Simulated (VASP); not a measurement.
Here is a VASP 6.6.1 calculation.

INCAR

```
SYSTEM = C
ALGO = Normal
EDIFF = 1E-6
ENCUT = 600
GGA = PS
GGA_COMPAT = .FALSE.
ISIF = 2
ISMEAR = 0
LASPH = .TRUE.
LCHARG = .FALSE.
LREAL = .FALSE.
LWAVE = .FALSE.
NBANDS = 11
NELM = 120
PREC = Accurate
SIGMA = 0.01
```

KPOINTS

```
k-points
0
G
  9 9 9
  0 0 0
```

File POSCAR:

```
C
1.0
    0.0248454107      1.7999465147      1.7999465147
    1.7999465147      0.0248454107      1.7999465147
    1.7999465147      1.7999465147      0.0248454107
C
2
Direct
    0.0000947630      0.0000947630      0.0000947630
    0.2499052370      0.2499052370      0.2499052370
```

Potentials or basis: VASP PAW PBE potentials, release 64 (C).

Run with:

```bash
$ cat potpaw_PBE.64/C/POTCAR > POTCAR
$ mpirun -np 1 vasp_std > vasp.out
```

**Question.** What does it give for the largest force?

**Answer.** 0.009 eV/Å.

**Question.** Predict the pressure.

**Answer.** -7.1 GPa.

**Question.** Predict the band gap on the k mesh.

**Answer.** 3.99 eV (least direct gap 5.08 eV).

Forces in eV/Å, atoms in the order of the input:
```
C    0.005  0.005  0.005
C   -0.005 -0.005 -0.005
```

Caveat: the cell stands under tension; the PAW data sets were made with another functional, which shifts forces and pressure a little; an odd mesh through Γ misses points on the zone boundary, where band edges can lie.
